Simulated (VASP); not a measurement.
Input of a VASP 6.6.1 run:

File POSCAR:

```
BaTe
1.0
    3.4605910169      3.4605910169      0.0000000000
   -3.4605910169      3.4605910169      0.0000000000
    0.0000000000      3.4605910169      3.5735899072
Ba Te
1 1
Direct
    0.0000000000      0.0000000000      0.0000000000
    0.5000000000      0.5000000000      0.0000000000
```

The input INCAR.step1:

```
PREC = Accurate
ENCUT = 520
ISMEAR = 0
SIGMA = 0.01
LREAL = False
LASPH = True
NELM = 100
NBANDS = 15
GGA = PE
ALGO = Normal
EDIFF = 1E-4
LWAVE = True
LCHARG = False
```

Contents of INCAR.step2:

```
PREC = Accurate
ENCUT = 520
EDIFF = 1E-6
ISMEAR = 0
SIGMA = 0.01
LREAL = False
LASPH = True
NELM = 100
ALGO = Normal
ISIF = 2
LWAVE = False
LCHARG = False
METAGGA = R2SCAN
LMIXTAU = True
NBANDS = 15
ISTART = 1
```

File KPOINTS:

```
Automatic mesh
0
Gamma
  6 6 6
```

Potentials or basis: VASP PAW PBE potentials, release 64 (Ba_sv, Te).

The run is started by

```bash
$ cat potpaw_PBE.64/Ba_sv/POTCAR potpaw_PBE.64/Te/POTCAR > POTCAR
$ cp INCAR.step1 INCAR
$ mpirun -np 1 vasp_std > vasp.out
$ cp INCAR.step2 INCAR
$ mpirun -np 1 vasp_std > vasp.out
```

Question: What does it give for the band gap on the k mesh?

Answer: 1.84 eV (least direct gap 2.20 eV).

Question: What does it give for the pressure?

Answer: 1.4 GPa.

Stress tensor (GPa, compression positive):
```
 2.17  0.00  0.00
 0.00  2.17  0.00
 0.00  0.00 -0.17
```

Caveat: the cell differs from its parent crystal (in-plane strain -0.02); the PAW data sets were made with another functional, which shifts forces and pressure a little; spin-orbit coupling is left out, which moves the levels of the heavy elements. A k mesh can miss the band edges.
